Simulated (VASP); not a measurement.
# SbMo (WC type) (P-6m2) in VASP: further runs

SbMo (WC type) is run at these levels: PBEsol; tasks: single point.

All numbers are computed with VASP 6.6.1; they aren't measurements. Logs are shortened: lines on timing, memory, paths and dates and some standing lists are left out, and cuts for length are marked.

**1. The cell of the first run**

It takes space group P-6m2 (No. 187, hexagonal). Conventional cell: a = 2.881 Å, b = 2.881 Å, c = 3.839 Å, α = 90.00°, β = 90.00°, γ = 120.00°. Within 3.4 Å of Mo (site symmetry -6m2) lie 6 Sb at 2.54 Å and 6 Mo at 2.88 Å. Within 3.4 Å of Sb (site symmetry -6m2) lie 6 Mo at 2.54 Å and 6 Sb at 2.88 Å.

**2. Single point, PBEsol**

INCAR

```
SYSTEM = SbMo
ALGO     = Normal         ! electronic algorithm
EDIFF    = 1E-6           ! SCF threshold, eV
ENCUT    = 520            ! plane-wave cutoff, eV
GGA      = PS             ! functional
ISIF     = 2              ! what is computed and relaxed
ISMEAR   = -1             ! smearing method
LASPH    = .True.         ! aspherical terms in the spheres
LCHARG   = .False.        ! write CHGCAR
LREAL    = .False.        ! projectors in reciprocal space
LWAVE    = .False.        ! write WAVECAR
NBANDS   = 16             ! bands
NELM     = 80             ! most SCF steps
PREC     = Accurate       ! precision mode
SIGMA    = 0.08           ! smearing width, eV
```

KPOINTS

```
k-points
0
Gamma
  13 13 12
  0 0 0
```

POSCAR

```
SbMo
1.0
    2.8809725704      0.0000000000      0.0000000000
   -1.4404862852      2.4949954336      0.0000000000
    0.0000000000      0.0000000000      3.8392494710
Mo Sb
1 1
Direct
    0.0000000000      0.0000000000      0.0000000000
    0.3333333333      0.6666666667      0.5000000000
```

Potentials or basis: VASP PAW PBE potentials, release 64 (Mo_sv, Sb).

The run is started by

```bash
$ cat potpaw_PBE.64/Mo_sv/POTCAR potpaw_PBE.64/Sb/POTCAR > POTCAR
$ mpirun -np 1 vasp_std > vasp.out
```

OUTCAR:

```text
SYSTEM = SbMo
   EDIFF = 1E-6
   ENCUT = 520
   GGA = PS
   ISIF = 2
   ISMEAR = -1
   LASPH = .True.
   LREAL = .False.
   NELM = 80
   PREC = Accurate

 ion  position               nearest neighbor table
   1  0.000  0.000  0.000-   2 2.54   2 2.54   2 2.54   2 2.54   2 2.54   2 2.54
   2  0.333  0.667  0.500-   1 2.54   1 2.54   1 2.54   1 2.54   1 2.54   1 2.54

  LATTYP: Found a hexagonal cell.
 ALAT       =     2.8809725704
 C/A-ratio  =     1.3326227089

  Lattice vectors:

 A1 = (   2.8809725704,   0.0000000000,   0.0000000000)
 A2 = (  -1.4404862852,   2.4949954336,   0.0000000000)
 A3 = (   0.0000000000,   0.0000000000,   3.8392494710)

Analysis of symmetry for initial positions (statically):
=====================================================================
 Subroutine PRICEL returns:
 Original cell was already a primitive cell.

 Routine SETGRP: Setting up the symmetry group for a
 hexagonal supercell.

 Subroutine GETGRP returns: Found 12 space group operations
 (whereof 12 operations were pure point group operations)
 out of a pool of 24 trial point group operations.

The static configuration has the point symmetry D_3h.

Analysis of symmetry for dynamics (positions and initial velocities):
=====================================================================
 Subroutine PRICEL returns:
 Original cell was already a primitive cell.

 Routine SETGRP: Setting up the symmetry group for a
 hexagonal supercell.

 Subroutine GETGRP returns: Found 12 space group operations
 (whereof 12 operations were pure point group operations)
 out of a pool of 24 trial point group operations.

The dynamic configuration has the point symmetry D_3h.

 Subroutine INISYM returns: Found 12 space group operations
 (whereof 12 operations are pure point group operations),
 and found     1 'primitive' translations

----------------------------------------------------------------------------------------

                                     Primitive cell

  volume of cell :      27.5966

  direct lattice vectors                    reciprocal lattice vectors
     2.880972570  0.000000000  0.000000000     0.347105006  0.200401168  0.000000000
    -1.440486285  2.494995434  0.000000000     0.000000000  0.400802337  0.000000000
     0.000000000  0.000000000  3.839249471     0.000000000  0.000000000  0.260467575

  length of vectors
     2.880972570  2.880972570  3.839249471     0.400802337  0.400802337  0.260467575

  position of ions in fractional coordinates (direct lattice)
     0.000000000  0.000000000  0.000000000
     0.333333333  0.666666667  0.500000000

  ion indices of the primitive-cell ions
   primitive index   ion index
                 1           1
                 2           2

----------------------------------------------------------------------------------------

 KPOINTS: k-points

Automatic generation of k-mesh.
 Grid dimensions read from file:
 generate k-points for:   13   13   12

 Generating k-lattice:

  Cartesian coordinates                     Fractional coordinates (reciprocal lattice)
     0.026700385  0.015415474  0.000000000     0.076923077  0.000000000  0.000000000
     0.000000000  0.030830949  0.000000000     0.000000000  0.076923077  0.000000000
     0.000000000  0.000000000  0.021705631     0.000000000  0.000000000  0.083333333

  Length of vectors
     0.030830949  0.030830949  0.021705631

  Shift w.r.t. Gamma in fractional coordinates (k-lattice)
     0.000000000  0.000000000  0.000000000

 Subroutine IBZKPT returns following result:
 ===========================================

 Found    147 irreducible k-points:

 Following reciprocal coordinates:
            Coordinates               Weight
  0.000000  0.000000  0.000000      1.000000
  0.076923  0.000000  0.000000      6.000000
  0.153846 -0.000000  0.000000      6.000000
  0.230769 -0.000000  0.000000      6.000000
  0.307692 -0.000000  0.000000      6.000000
  0.384615 -0.000000  0.000000      6.000000
[... 16 lines left out ...]
  0.076923  0.000000  0.083333     12.000000
  0.153846 -0.000000  0.083333     12.000000
 [... further k-points ...]
   k-points           NKPTS =    147   k-points in BZ     NKDIM =    147   number of bands    NBANDS=     16
   number of dos      NEDOS =    301   number of ions     NIONS =      2
   total plane-waves  NPLWV =  17280
   dimension x,y,z NGX =    24 NGY =   24 NGZ =   30
   dimension x,y,z NGXF=    48 NGYF=   48 NGZF=   60
   ions per type =               1   1
   NGX,Y,Z   is equivalent  to a cutoff of  13.85, 13.85, 12.99 a.u.
   NGXF,Y,Z  is equivalent  to a cutoff of  27.70, 27.70, 25.98 a.u.
 SYSTEM =  SbMo
   PREC   = accura    normal or accurate (medium, high low for compatibility)
   ISTART =      0    job   : 0-new  1-cont  2-samecut
   ICHARG =      2    charge: 1-file 2-atom 10-const
   ISPIN  =      1    spin polarized calculation?
   LNONCOLLINEAR =      F non collinear calculations
   LSORBIT =      F    spin-orbit coupling
   LASPH  =      T    aspherical Exc in radial PAW
   ENCUT  =  520.0 eV  38.22 Ry    6.18 a.u.   5.36  5.36  7.14*2*pi/ulx,y,z
   NELM   =     80;   NELMIN=  2; NELMDL= -5     # of ELM steps
   EDIFF  = 0.1E-05   stopping-criterion for ELM
   LREAL  =      F    real-space projection
   EDIFFG = 0.1E-04   stopping-criterion for IOM
   NSW    =      0    number of steps for IOM
   IBRION =     -1    ionic relax: 0-MD 1-quasi-New 2-CG
   NFREE  =      0    steps in history (QN), initial steepest desc. (CG)
   ISIF   =      2    stress and relaxation
   ISYM   =      2    0-nonsym 1-usesym 2-fastsym
   POTIM  = 0.5000    time-step for ionic-motion
   TEBEG  =    0.0;   TEEND  =   0.0 temperature during run
   PSTRESS=    0.0 pullay stress
   NELECT =      19.0000    total number of electrons
   NUPDOWN=      -1.0000    fix difference up-down
   EMIN   =  10.00;   EMAX   =-10.00  energy-range for DOS
   EFERMI =   0.00;   METHOD = LEGACY
   ISMEAR =    -1;   SIGMA  =   0.08  broadening in eV -4-tet -1-fermi 0-gaus
   EFERMI_NEDOS =   21; number of points for ismear=-14 and -15
   IALGO  =     38    algorithm
   IMIX   =      4    mixing-type and parameters
     AMIX     =   0.40;   BMIX     =  1.00
     AMIX_MAG =   1.60;   BMIX_MAG =  1.00
  volume/ion in A,a.u.               =      13.80        93.12
  Fermi-wavevector in a.u.,A,eV,Ry     =   1.445576  2.731743 28.431962  2.089690
  Thomas-Fermi vector in A             =   2.563742
   LORBIT       =      0    0 simple, 1 ext, 2 COOP (PROOUT), +10 PAW based schemes
   GGA     = PS    functional components
   LHFCALC =     F    Hartree Fock is set to
   AEXX    =    0.0000 exact exchange contribution
   IVDW    =     0    specifies the selected vdW correction
   LEPSILON=     F    determine dielectric tensor
   LRPA    =     F    only Hartree local field effects (RPA)
 non-spin polarized calculation
  energy-cutoff  :      520.00
  volume of cell :       27.60
 maximum number of plane-waves:       770
 NGX is ok and might be reduce to    24
   NGX = 11   NGY = 11   NGZ = 15

 number of electron      18.9999996 magnetization

 Free energy of the ion-electron system (eV)
  ---------------------------------------------------
  ext. energy  EPLUGINS =         0.00000000
  ---------------------------------------------------
  free energy    TOTEN  =       -13.70523960 eV

  energy without entropy =      -13.67640726  energy(sigma->0) =      -13.69082343

 E-fermi :  17.1776     XC(G=0): -13.8114

 val. band max:       17.1588557889   @ k =   0.3846  -0.0000   0.3333
 cond. band min:      17.1972642184   @ k =   0.3077  -0.0000   0.0000
 fundamental gap:      0.0384084296
 Fermi energy:        17.1776273383

 k-point     1 :       0.0000    0.0000    0.0000
  band No.  band energies     occupation
      1     -43.3885      2.00000
      2     -17.9083      2.00000
      3     -17.1619      2.00000
      4     -17.1619      2.00000
      5       1.1171      2.00000
      6      12.0377      2.00000
[... 8 lines left out ...]
     15      26.8222      0.00000
     16      28.8906      0.00000

 k-point     2 :       0.0769    0.0000    0.0000
  band No.  band energies     occupation
      1     -43.3807      2.00000
      2     -17.8958      2.00000
      3     -17.2215      2.00000
      4     -17.1753      2.00000
      5       1.2831      2.00000
      6      12.2027      2.00000
[... 8 lines left out ...]
     15      27.2385      0.00000
     16      29.3738      0.00000

 k-point     3 :       0.1538   -0.0000    0.0000
  band No.  band energies     occupation
      1     -43.3591      2.00000
      2     -17.8611      2.00000
      3     -17.3844      2.00000
      4     -17.2125      2.00000
      5       1.7746      2.00000
      6      12.6110      2.00000
[... 8 lines left out ...]
     15      27.7653      0.00000
     16      29.4915      0.00000

 k-point     4 :       0.2308   -0.0000    0.0000
  band No.  band energies     occupation
      1     -43.3286      2.00000
      2     -17.8120      2.00000
      3     -17.6084      2.00000
      4     -17.2644      2.00000
      5       2.5747      2.00000
      6      12.2884      2.00000
[... 8 lines left out ...]
     15      27.9502      0.00000
     16      28.3763      0.00000
[... 324 lines left out ...]
 k-point    22 :       0.0000    0.0000    0.0833
  band No.  band energies     occupation
      1     -43.3883      2.00000
      2     -17.9166      2.00000
      3     -17.1615      2.00000
      4     -17.1615      2.00000
      5       1.2093      2.00000
      6      11.7531      2.00000
[... 8 lines left out ...]
     15      26.7912      0.00000
     16      28.7826      0.00000

 k-point    23 :       0.0769    0.0000    0.0833
  band No.  band energies     occupation
      1     -43.3805      2.00000
      2     -17.9040      2.00000
      3     -17.2211      2.00000
      4     -17.1749      2.00000
      5       1.3729      2.00000
      6      11.8859      2.00000
[... 8 lines left out ...]
     15      27.1926      0.00000
     16      29.0042      0.00000

 k-point    24 :       0.1538   -0.0000    0.0833
  band No.  band energies     occupation
      1     -43.3589      2.00000
      2     -17.8690      2.00000
      3     -17.3838      2.00000
      4     -17.2119      2.00000
      5       1.8572      2.00000
      6      12.1314      2.00000
[... 8 lines left out ...]
     15      27.6094      0.00000
     16      29.1461      0.00000

 [... further k-points ...]
[... 5 lines left out ...]
  --------------------------------------------------------------------------------------
  -------------------------------------------------------------------------------------
  Total       16.2533848     16.2533848     16.0696832      0.0000000      0.0000000     -0.0000000
  in kB      943.6244569    943.6244569    932.9592749      0.0000000      0.0000000     -0.0000000
  external PRESSURE =     940.0693962 kB  Pullay stress =       0.0000000 kB

 VOLUME and BASIS-vectors are now :
 -----------------------------------------------------------------------------
  energy-cutoff  :      520.00
  volume of cell :       27.60
      direct lattice vectors                 reciprocal lattice vectors
     2.880972570  0.000000000  0.000000000     0.347105006  0.200401168  0.000000000
    -1.440486285  2.494995434  0.000000000     0.000000000  0.400802337  0.000000000
     0.000000000  0.000000000  3.839249471     0.000000000  0.000000000  0.260467575

 POSITION                                       TOTAL-FORCE (eV/Angst)
 -----------------------------------------------------------------------------------
      0.00000      0.00000      0.00000         0.000000      0.000000      0.000000
     -0.00000      1.66333      1.91962         0.000000     -0.000000      0.000000
 -----------------------------------------------------------------------------------
    total drift:                                0.000000     -0.000000      0.000000

  FREE ENERGIE OF THE ION-ELECTRON SYSTEM (eV)
  ---------------------------------------------------
  free  energy   TOTEN  =       -13.7052396010 eV

  energy  without entropy=      -13.6764072583  energy(sigma->0) =      -13.69082343
```

Run time: 57 s. Hardware: 1 thread of Intel Xeon Platinum 8259CL at 2.50GHz (Skylake/Cascade Lake), shared host; peak memory 0.2 GiB.

Results:

* Free energy: -13.7052 eV
* Pressure: 94.0 GPa
* Band gap on the k mesh: zero (an odd number of electrons rules out a gap without spin polarisation)

Stress tensor (GPa, compression positive):
```
94.36  0.00  0.00
 0.00 94.36  0.00
 0.00  0.00 93.30
```

Levels at points of the mesh, in eV from the Fermi level:
| k point | band 7 | band 8 | band 9 | band 10 | band 11 | band 12 |
| --- | --- | --- | --- | --- | --- | --- |
| (0.00, 0.00, 0.00) | -3.47 | -1.92 | -1.92 | 0.53 | 0.53 | 6.47 |
| (0.00, 0.00, 0.50) | -2.87 | -1.35 | -1.35 | -0.14 | -0.14 | 7.95 |

Caveat: the cell stands under pressure; the PAW data sets were made with another functional, which shifts forces and pressure a little; spin-orbit coupling is left out, which moves the levels of the heavy elements.

**3. Single point, PBEsol**

INCAR

```
SYSTEM = SbMo
  PREC = Accurate
  ENCUT = 520
  EDIFF = 1E-6
  ISMEAR = -1
  SIGMA = 0.08
  LREAL = .False.
  LASPH = .True.
  NELM = 100
  ALGO = Normal
  ISIF = 2
  LWAVE = .False.
  LCHARG = .False.
  GGA = PS
  NBANDS = 16
```

KPOINTS

```
Automatic mesh
0
Gamma
  13 13 12
  0 0 0
```

POSCAR

```
SbMo
1.0
    2.8808259564      0.0000000000      0.0000000000
   -1.4404129782      2.4948684621      0.0000000000
    0.0000000000      0.0000000000      3.8397753842
Mo Sb
1 1
Direct
    0.0000000000      0.0000000000      0.0000000000
    0.3333333333      0.6666666667      0.5000000000
```

Potentials or basis: VASP PAW PBE potentials, release 64 (Mo_sv, Sb).

The run is started by

```bash
$ cat potpaw_PBE.64/Mo_sv/POTCAR potpaw_PBE.64/Sb/POTCAR > POTCAR
$ mpirun -np 1 vasp_std > vasp.out
```

OUTCAR:

```text
SYSTEM = SbMo
   PREC = Accurate
   ENCUT = 520
   EDIFF = 1E-6
   ISMEAR = -1
   LREAL = .False.
   LASPH = .True.
   NELM = 100
   ISIF = 2
   GGA = PS

 ion  position               nearest neighbor table
   1  0.000  0.000  0.000-   2 2.54   2 2.54   2 2.54   2 2.54   2 2.54   2 2.54
   2  0.333  0.667  0.500-   1 2.54   1 2.54   1 2.54   1 2.54   1 2.54   1 2.54

  LATTYP: Found a hexagonal cell.
 ALAT       =     2.8808259564
 C/A-ratio  =     1.3328730865

  Lattice vectors:
[... 192 lines left out ...]
      5       1.1160      2.00000
      6      12.0371      2.00000
[... 433 lines left out ...]
      3     -17.3842      2.00000
      4     -17.2122      2.00000
      5       1.8561      2.00000
      6      12.1304      2.00000
[... 8 lines left out ...]
     15      27.6078      0.00000
     16      29.1461      0.00000

 [... further k-points ...]
[... 5 lines left out ...]
  --------------------------------------------------------------------------------------
  -------------------------------------------------------------------------------------
  Total       16.2527404     16.2527404     16.0569669      0.0000000      0.0000000     -0.0000000
  in kB      943.5538406    943.5538406    932.1881999      0.0000000      0.0000000     -0.0000000
  external PRESSURE =     939.7652937 kB  Pullay stress =       0.0000000 kB

 VOLUME and BASIS-vectors are now :
 -----------------------------------------------------------------------------
  energy-cutoff  :      520.00
  volume of cell :       27.60
      direct lattice vectors                 reciprocal lattice vectors
     2.880825956  0.000000000  0.000000000     0.347122671  0.200411367  0.000000000
    -1.440412978  2.494868462  0.000000000     0.000000000  0.400822735  0.000000000
     0.000000000  0.000000000  3.839775384     0.000000000  0.000000000  0.260431900

 POSITION                                       TOTAL-FORCE (eV/Angst)
 -----------------------------------------------------------------------------------
      0.00000      0.00000      0.00000        -0.000000      0.000000      0.000000
     -0.00000      1.66325      1.91989         0.000000     -0.000000      0.000000
 -----------------------------------------------------------------------------------
    total drift:                                0.000000     -0.000000      0.000000

  FREE ENERGIE OF THE ION-ELECTRON SYSTEM (eV)
  ---------------------------------------------------
  free  energy   TOTEN  =       -13.7057856925 eV

  energy  without entropy=      -13.6769627810  energy(sigma->0) =      -13.69137424
```

stdout:

```text
POSCAR found type information on POSCAR MoSb
 POSCAR found :  2 types and       2 ions
 scaLAPACK will be used
 -----------------------------------------------------------------------------
|                                                                             |
|                                                                             |
|     You enforced a specific xc type in the INCAR file but a different       |
|     I HOPE YOU KNOW WHAT YOU ARE DOING!                                     |
|                                                                             |
 -----------------------------------------------------------------------------

 LDA part: xc-table for (Slater+PW92), standard interpolation
 POSCAR, INCAR and KPOINTS ok, starting setup
 FFT: planning ... GRIDC
 FFT: planning ... GRID_SOFT
 FFT: planning ... GRID
 WAVECAR not read
 entering main loop
```

Wall time 58 s (1 thread of Intel Xeon Platinum 8259CL at 2.50GHz (Skylake/Cascade Lake), shared host); peak memory 0.2 GiB.

What came out:

| Quantity | Value |
| --- | --- |
| Free energy | -13.7058 eV |
| Pressure | 94.0 GPa |
| Band gap on the k mesh | zero (an odd number of electrons rules out a gap without spin polarisation) |

Levels at points of the mesh, in eV from the Fermi level:
| k point | band 6 | band 7 | band 8 | band 9 | band 10 | band 11 | band 12 | band 13 |
| --- | --- | --- | --- | --- | --- | --- | --- | --- |
| (0.00, 0.00, 0.00) | -5.14 | -3.47 | -1.92 | -1.92 | 0.53 | 0.53 | 6.47 | 8.95 |
| (0.00, 0.00, 0.50) | -8.82 | -2.87 | -1.35 | -1.35 | -0.14 | -0.14 | 7.95 | 7.95 |

Caveat: the cell stands under pressure; the PAW data sets were made with another functional, which shifts forces and pressure a little; spin-orbit coupling is left out, which moves the levels of the heavy elements.
